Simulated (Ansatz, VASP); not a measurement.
Fe: VASP beside Ansatz

```
Fe
1.0
     2.86600    0.00000    0.00000
     0.00000    2.86600    0.00000
     0.00000    0.00000    2.86600
Fe
2
Direct
  0.99302 0.00000 0.00000
  0.52000 0.50000 0.50000
```

Alike in both runs: task single point; functional PBE; k mesh 2 × 2 × 2; non-collinear spin.

|  | VASP | Ansatz |
| --- | --- | --- |
| version | VASP 6.6.1 | Ansatz development build ahead of 0.2.0 |
| potentials or method | VASP PAW PBE potentials, release 64 (Fe) | PAW (an earlier, plane waves, scalar-relativistic |
| plane-wave cutoff (eV) | 520 | 844 |
| occupations | fermi-dirac, width 0.272114 eV | fermi-dirac |

|  | VASP | Ansatz | Ansatz less VASP |
| --- | --- | --- | --- |
| net moment per atom (μB) | 2.35 | 2.02 | -0.323 |
| size of the moment on the site where the two differ most (μB) | 2.26 | 2.23 | -0.028 |

The net moments are unlike, so the other rows may belong to different states. Site moments also hang on the region over which each program counts them. Ansatz's warnings: seeded moment not kept.

The k mesh is coarse, so the values compare programs but aren't converged.
